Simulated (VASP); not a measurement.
# SnO (Romarchite) (P4/nmm) in VASP: a series of runs

SnO (Romarchite) is run at these levels: LDA; tasks: single point.

Program: VASP 6.6.1. These are calculated values, not measurements. Logs are shortened: lines on timing, memory, paths and dates and some standing lists are left out, and cuts for length are marked.

## Step 1: The cell of the first run

It takes space group P4/nmm (No. 129, tetragonal). The conventional cell has a = 3.799 Å, b = 3.799 Å, c = 4.841 Å, α = 90.00°, β = 90.00°, γ = 90.00°. Within 2.9 Å of Sn (site symmetry 4mm) lie 4 O at 2.22 Å. Within 2.9 Å of O (site symmetry -4m2) lie 4 Sn at 2.22 Å and 4 O at 2.69 Å.

## Step 2: Single point, LDA

INCAR

```
SYSTEM = SnO
ALGO = Normal
EDIFF = 1E-6
ENCUT = 520
ISIF = 2
ISMEAR = 0
LASPH = .True.
LCHARG = .False.
LREAL = .False.
LWAVE = .False.
NBANDS = 28
NELM = 60
PREC = Accurate
SIGMA = 0.01
```

KPOINTS

```
k-points
0
Gamma
  2 2 2
  0 0 0
```

POSCAR

```
SnO
1.0
    3.7986000000      0.0000000000      0.0000000000
    0.0000000000      3.7986000000      0.0000000000
    0.0000000000      0.0000000000      4.8408000000
Sn O
2 2
Direct
    0.5000000000      0.0000000000      0.2369000000
    0.0000000000      0.5000000000      0.7631000000
    0.0000000000      0.0000000000      0.0000000000
    0.5000000000      0.5000000000      0.0000000000
```

Potentials or basis: VASP PAW LDA potentials, release 64 (Sn_d, O).

Command:

```bash
$ cat potpaw_LDA.64/Sn_d/POTCAR potpaw_LDA.64/O/POTCAR > POTCAR
$ mpirun -np 1 vasp_std > vasp.out
```

OUTCAR:

```text
SYSTEM = SnO
   EDIFF = 1E-6
   ENCUT = 520
   ISIF = 2
   ISMEAR = 0
   LASPH = .True.
   LREAL = .False.
   NELM = 60
   PREC = Accurate

 ion  position               nearest neighbor table
   1  0.500  0.000  0.237-   3 2.22   4 2.22   4 2.22   3 2.22   2 3.53   2 3.53   2 3.53   2 3.53
                             2 3.70   2 3.70   2 3.70   2 3.70
   2  0.000  0.500  0.763-   3 2.22   4 2.22   3 2.22   4 2.22   1 3.53   1 3.53   1 3.53   1 3.53
                             1 3.70   1 3.70   1 3.70   1 3.70
   3  0.000  0.000  0.000-   1 2.22   2 2.22   2 2.22   1 2.22
   4  0.500  0.500  0.000-   1 2.22   2 2.22   1 2.22   2 2.22

  LATTYP: Found a simple tetragonal cell.
 ALAT       =     3.7986000000
 C/A-ratio  =     1.2743642395

  Lattice vectors:

 A1 = (   3.7986000000,   0.0000000000,   0.0000000000)
 A2 = (   0.0000000000,   3.7986000000,   0.0000000000)
 A3 = (   0.0000000000,   0.0000000000,   4.8408000000)

Analysis of symmetry for initial positions (statically):
=====================================================================
 Subroutine PRICEL returns:
 Original cell was already a primitive cell.

 Routine SETGRP: Setting up the symmetry group for a
 simple tetragonal supercell.

 Subroutine GETGRP returns: Found 16 space group operations
 (whereof  8 operations were pure point group operations)
 out of a pool of 16 trial point group operations.

The static configuration has the point symmetry D_2d.
 The point group associated with its full space group is D_4h.

Analysis of symmetry for dynamics (positions and initial velocities):
=====================================================================
 Subroutine PRICEL returns:
 Original cell was already a primitive cell.

 Routine SETGRP: Setting up the symmetry group for a
 simple tetragonal supercell.

 Subroutine GETGRP returns: Found 16 space group operations
 (whereof  8 operations were pure point group operations)
 out of a pool of 16 trial point group operations.

The dynamic configuration has the point symmetry D_2d.
 The point group associated with its full space group is D_4h.

 Subroutine INISYM returns: Found 16 space group operations
 (whereof  8 operations are pure point group operations),
 and found     1 'primitive' translations

----------------------------------------------------------------------------------------

                                     Primitive cell

  volume of cell :      69.8497

  direct lattice vectors                    reciprocal lattice vectors
     3.798600000  0.000000000  0.000000000     0.263254883  0.000000000  0.000000000
     0.000000000  3.798600000  0.000000000     0.000000000  0.263254883  0.000000000
     0.000000000  0.000000000  4.840800000     0.000000000  0.000000000  0.206577425

  length of vectors
     3.798600000  3.798600000  4.840800000     0.263254883  0.263254883  0.206577425

  position of ions in fractional coordinates (direct lattice)
     0.500000000  0.000000000  0.236900000
     0.000000000  0.500000000  0.763100000
     0.000000000  0.000000000  0.000000000
     0.500000000  0.500000000  0.000000000

  ion indices of the primitive-cell ions
   primitive index   ion index
                 1           1
                 2           2
                 3           3
                 4           4

----------------------------------------------------------------------------------------

 KPOINTS: k-points

Automatic generation of k-mesh.
 Grid dimensions read from file:
 generate k-points for:    2    2    2

 Generating k-lattice:

  Cartesian coordinates                     Fractional coordinates (reciprocal lattice)
     0.131627442  0.000000000  0.000000000     0.500000000  0.000000000  0.000000000
     0.000000000  0.131627442  0.000000000     0.000000000  0.500000000  0.000000000
     0.000000000  0.000000000  0.103288713     0.000000000  0.000000000  0.500000000

  Length of vectors
     0.131627442  0.131627442  0.103288713

  Shift w.r.t. Gamma in fractional coordinates (k-lattice)
     0.000000000  0.000000000  0.000000000

 Subroutine IBZKPT returns following result:
 ===========================================

 Found      6 irreducible k-points:

 Following reciprocal coordinates:
            Coordinates               Weight
  0.000000  0.000000  0.000000      1.000000
  0.500000  0.000000  0.000000      2.000000
  0.500000  0.500000  0.000000      1.000000
  0.000000  0.000000  0.500000      1.000000
  0.500000  0.000000  0.500000      2.000000
  0.500000  0.500000  0.500000      1.000000
   k-points           NKPTS =      6   k-points in BZ     NKDIM =      6   number of bands    NBANDS=     28
   number of dos      NEDOS =    301   number of ions     NIONS =      4
   total plane-waves  NPLWV =  28224
   dimension x,y,z NGX =    28 NGY =   28 NGZ =   36
   dimension x,y,z NGXF=    56 NGYF=   56 NGZF=   72
   ions per type =               2   2
   NGX,Y,Z   is equivalent  to a cutoff of  12.25, 12.25, 12.36 a.u.
   NGXF,Y,Z  is equivalent  to a cutoff of  24.51, 24.51, 24.73 a.u.
 SYSTEM =  SnO
   PREC   = accura    normal or accurate (medium, high low for compatibility)
   ISTART =      0    job   : 0-new  1-cont  2-samecut
   ICHARG =      2    charge: 1-file 2-atom 10-const
   ISPIN  =      1    spin polarized calculation?
   LNONCOLLINEAR =      F non collinear calculations
   LSORBIT =      F    spin-orbit coupling
   LASPH  =      T    aspherical Exc in radial PAW
   ENCUT  =  520.0 eV  38.22 Ry    6.18 a.u.   7.06  7.06  9.00*2*pi/ulx,y,z
   NELM   =     60;   NELMIN=  2; NELMDL= -5     # of ELM steps
   EDIFF  = 0.1E-05   stopping-criterion for ELM
   LREAL  =      F    real-space projection
   EDIFFG = 0.1E-04   stopping-criterion for IOM
   NSW    =      0    number of steps for IOM
   IBRION =     -1    ionic relax: 0-MD 1-quasi-New 2-CG
   NFREE  =      0    steps in history (QN), initial steepest desc. (CG)
   ISIF   =      2    stress and relaxation
   ISYM   =      2    0-nonsym 1-usesym 2-fastsym
   POTIM  = 0.5000    time-step for ionic-motion
   TEBEG  =    0.0;   TEEND  =   0.0 temperature during run
   PSTRESS=    0.0 pullay stress
   NELECT =      40.0000    total number of electrons
   NUPDOWN=      -1.0000    fix difference up-down
   EMIN   =  10.00;   EMAX   =-10.00  energy-range for DOS
   EFERMI =   0.00;   METHOD = LEGACY
   ISMEAR =     0;   SIGMA  =   0.01  broadening in eV -4-tet -1-fermi 0-gaus
   EFERMI_NEDOS =   21; number of points for ismear=-14 and -15
   IALGO  =     38    algorithm
   IMIX   =      4    mixing-type and parameters
     AMIX     =   0.40;   BMIX     =  1.00
     AMIX_MAG =   1.60;   BMIX_MAG =  1.00
  volume/ion in A,a.u.               =      17.46       117.84
  Fermi-wavevector in a.u.,A,eV,Ry     =   1.359482  2.569048 25.146163  1.848191
  Thomas-Fermi vector in A             =   2.486226
   LORBIT       =      0    0 simple, 1 ext, 2 COOP (PROOUT), +10 PAW based schemes
   GGA     = CA    functional components
   LHFCALC =     F    Hartree Fock is set to
   AEXX    =    0.0000 exact exchange contribution
   IVDW    =     0    specifies the selected vdW correction
   LEPSILON=     F    determine dielectric tensor
   LRPA    =     F    only Hartree local field effects (RPA)
 non-spin polarized calculation
 Gauss-broadening in eV      SIGMA  =   0.01
  energy-cutoff  :      520.00
  volume of cell :       69.85
 maximum number of plane-waves:      1892
   NGX = 15   NGY = 15   NGZ = 19

 number of electron      39.9999994 magnetization

 Free energy of the ion-electron system (eV)
  ---------------------------------------------------
  ext. energy  EPLUGINS =         0.00000000
  ---------------------------------------------------
  free energy    TOTEN  =       -25.81125598 eV

  energy without entropy =      -25.81125598  energy(sigma->0) =      -25.81125598

 E-fermi :   6.9159     XC(G=0): -10.6800

 val. band max:        6.8752783910   @ k =   0.0000   0.0000   0.0000
 cond. band min:       6.9572547735   @ k =   0.5000   0.5000   0.0000
 fundamental gap:      0.0819763826
 Fermi energy:         6.9158641959

 k-point     1 :       0.0000    0.0000    0.0000
  band No.  band energies     occupation
      1     -15.0043      2.00000
      2     -14.5693      2.00000
      3     -14.5654      2.00000
      4     -14.5654      2.00000
      5     -14.5172      2.00000
      6     -14.5038      2.00000
[... 20 lines left out ...]
     27      13.6420      0.00000
     28      14.0332      0.00000

 k-point     2 :       0.5000    0.0000    0.0000
  band No.  band energies     occupation
      1     -14.8647      2.00000
      2     -14.8647      2.00000
      3     -14.5310      2.00000
      4     -14.5310      2.00000
      5     -14.5275      2.00000
      6     -14.5275      2.00000
[... 20 lines left out ...]
     27      15.3551      0.00000
     28      15.3551      0.00000

 k-point     3 :       0.5000    0.5000    0.0000
  band No.  band energies     occupation
      1     -14.9400      2.00000
      2     -14.9400      2.00000
      3     -14.5403      2.00000
      4     -14.5403      2.00000
      5     -14.5014      2.00000
      6     -14.5014      2.00000
[... 20 lines left out ...]
     27      14.9601      0.00000
     28      14.9601      0.00000

 k-point     4 :       0.0000    0.0000    0.5000
  band No.  band energies     occupation
      1     -14.9871      2.00000
      2     -14.5867      2.00000
      3     -14.5323      2.00000
      4     -14.5323      2.00000
      5     -14.5002      2.00000
      6     -14.4787      2.00000
[... 20 lines left out ...]
     27      14.9586      0.00000
     28      15.0294      0.00000

 k-point     5 :       0.5000    0.0000    0.5000
  band No.  band energies     occupation
      1     -14.8812      2.00000
      2     -14.8812      2.00000
      3     -14.5623      2.00000
      4     -14.5623      2.00000
      5     -14.5200      2.00000
      6     -14.5200      2.00000
[... 20 lines left out ...]
     27      15.7895      0.00000
     28      15.7895      0.00000

 k-point     6 :       0.5000    0.5000    0.5000
  band No.  band energies     occupation
      1     -14.9111      2.00000
      2     -14.9111      2.00000
      3     -14.5282      2.00000
      4     -14.5282      2.00000
      5     -14.5014      2.00000
      6     -14.5014      2.00000
[... 20 lines left out ...]
     27      16.8776      0.00000
     28      16.8776      0.00000

------------------------ aborting loop because EDIFF is reached ----------------------------------------

  FORCE on cell =-STRESS in cart. coord.  units (eV):
  Direction    XX          YY          ZZ          XY          YZ          ZX
  --------------------------------------------------------------------------------------
  -------------------------------------------------------------------------------------
  Total       -0.9219047     -0.9219047     -1.5731497      0.0000000      0.0000000      0.0000000
  in kB      -21.1461994    -21.1461994    -36.0841414      0.0000000      0.0000000      0.0000000
  external PRESSURE =     -26.1255134 kB  Pullay stress =       0.0000000 kB

 VOLUME and BASIS-vectors are now :
 -----------------------------------------------------------------------------
  energy-cutoff  :      520.00
  volume of cell :       69.85
      direct lattice vectors                 reciprocal lattice vectors
     3.798600000  0.000000000  0.000000000     0.263254883  0.000000000  0.000000000
     0.000000000  3.798600000  0.000000000     0.000000000  0.263254883  0.000000000
     0.000000000  0.000000000  4.840800000     0.000000000  0.000000000  0.206577425

 POSITION                                       TOTAL-FORCE (eV/Angst)
 -----------------------------------------------------------------------------------
      1.89930      0.00000      1.14679         0.000000     -0.000000     -0.297283
      0.00000      1.89930      3.69401        -0.000000      0.000000      0.297283
      0.00000      0.00000      0.00000         0.000000     -0.000000      0.000000
      1.89930      1.89930      0.00000         0.000000      0.000000      0.000000
 -----------------------------------------------------------------------------------
    total drift:                                0.000000      0.000000      0.000000

  FREE ENERGIE OF THE ION-ELECTRON SYSTEM (eV)
  ---------------------------------------------------
  free  energy   TOTEN  =       -25.8112559802 eV

  energy  without entropy=      -25.8112559801  energy(sigma->0) =      -25.81125598
```

Run time: 20 s. Hardware: 1 thread of AMD EPYC 7R13, shared host; peak memory 0.12 GiB.

What came out:

```yaml
Free_energy: -25.8113 eV
Pressure: -2.6 GPa
Largest_force: 0.297 eV/Å
Band_gap_on_the_k_mesh: 0.08 eV, indirect (least direct gap 1.97 eV)
```

Forces in eV/Å, atoms in the order of the input:
```
Sn   0.000  0.000 -0.297
Sn   0.000  0.000  0.297
O    0.000  0.000  0.000
O    0.000  0.000  0.000
```

Stress tensor (GPa, compression positive):
```
-2.11  0.00  0.00
 0.00 -2.11  0.00
 0.00  0.00 -3.61
```

Caveat: the k points lie up to 0.83 Å⁻¹ apart; spin-orbit coupling is left out, which moves the levels of the heavy elements. A k mesh can miss the band edges.

## Step 3: Single point, LDA

INCAR

```
SYSTEM = SnO
ALGO = Normal ; EDIFF = 1E-7
ENCUT = 520 ; ISIF = 2
ISMEAR = 0 ; LASPH = .True.
LCHARG = .False. ; LREAL = .False.
LWAVE = .False. ; NBANDS = 28
NELM = 60 ; PREC = Accurate
SIGMA = 0.01
```

KPOINTS

```
k-points
0
Gamma
  4 4 2
  0 0 0
```

POSCAR is that of step 2.

Potentials or basis: VASP PAW LDA potentials, release 64 (Sn_d, O).

Command:

```bash
$ cat potpaw_LDA.64/Sn_d/POTCAR potpaw_LDA.64/O/POTCAR > POTCAR
$ mpirun -np 1 vasp_std > vasp.out
```

Wall time 47 s (1 thread of AMD EPYC 7R13, shared host); peak memory 0.12 GiB.

It converged, with:

```
Free energy            : -25.6962 eV
Pressure               : -1.8 GPa
Largest force          : 0.037 eV/Å
Band gap on the k mesh : 0.13 eV, indirect (least direct gap 1.97 eV)
```

Forces in eV/Å, atoms in the order of the input:
```
Sn   0.000  0.000 -0.037
Sn   0.000  0.000  0.037
O    0.000  0.000  0.000
O    0.000  0.000  0.000
```

Levels at points of the mesh, in eV from the valence-band top:
```csv
k point,band 17,band 18,band 19,band 20,band 21,band 22,band 23,band 24
"(0.00, 0.00, 0.00)",-3.48,-3.18,-3.18,0.00,2.08,4.21,4.74,4.74
"(0.50, 0.00, 0.00)",-4.89,-4.89,-2.67,-2.67,3.16,3.16,5.91,5.91
"(0.50, 0.50, 0.00)",-2.50,-2.50,-1.85,-1.85,0.13,0.13,4.42,4.42
"(0.00, 0.00, 0.50)",-3.20,-3.20,-3.10,-2.17,1.53,2.95,2.95,3.69
"(0.50, 0.00, 0.50)",-4.85,-4.85,-1.70,-1.70,2.58,2.58,5.43,5.43
"(0.50, 0.50, 0.50)",-2.65,-2.65,-2.50,-2.50,2.41,2.41,4.00,4.00
```

Caveat: the k points lie up to 0.65 Å⁻¹ apart; spin-orbit coupling is left out, which moves the levels of the heavy elements. A k mesh can miss the band edges.

[end of part 1 of 2]
